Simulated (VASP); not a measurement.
**PbSe: single point with PBEsol**

PbSe:

```
CELL_PARAMETERS angstrom
3.83412 0.00000 0.00000
0.00000 3.83412 0.00000
0.00000 0.00000 3.83412
ATOMIC_POSITIONS crystal
Pb 0.00000 0.00000 0.00000
Se 0.50000 0.50000 0.50000
```

| Item | Value |
| --- | --- |
| Program | VASP 6.6.1 |
| Task | single point |
| Functional | PBEsol |
| Potentials or basis | VASP PAW PBE potentials, release 64 (Pb_d, Se) |
| Cutoff | 500 eV |
| k mesh | 5 × 5 × 5 |
| Occupations | fermi-dirac, width 0.1 eV |
| Spin | no spin polarisation |
| Dipole correction | no |
| Further INCAR settings | ALGO = Normal; EDIFF = 1e-06; NBANDS = 17 |

The pressure is -4.6 GPa. The band gap on the k mesh is 0.26 eV, indirect (least direct gap 1.24 eV).

Levels at points of the mesh, in eV from the valence-band top:
| k point | band 8 | band 9 | band 10 | band 11 | band 12 | band 13 |
| --- | --- | --- | --- | --- | --- | --- |
| (0.00, 0.00, 0.00) | -1.36 | -1.36 | -1.36 | 5.13 | 5.13 | 5.81 |

Run time: 5 s on 1 thread of Intel(R) Xeon(R) 6975P-C (Granite Rapids) (shared host), peak memory 0.15 GiB.

Caveat: the PAW data sets were made with another functional, which shifts forces and pressure a little; spin-orbit coupling is left out, which moves the levels of the heavy elements. A k mesh can miss the band edges.
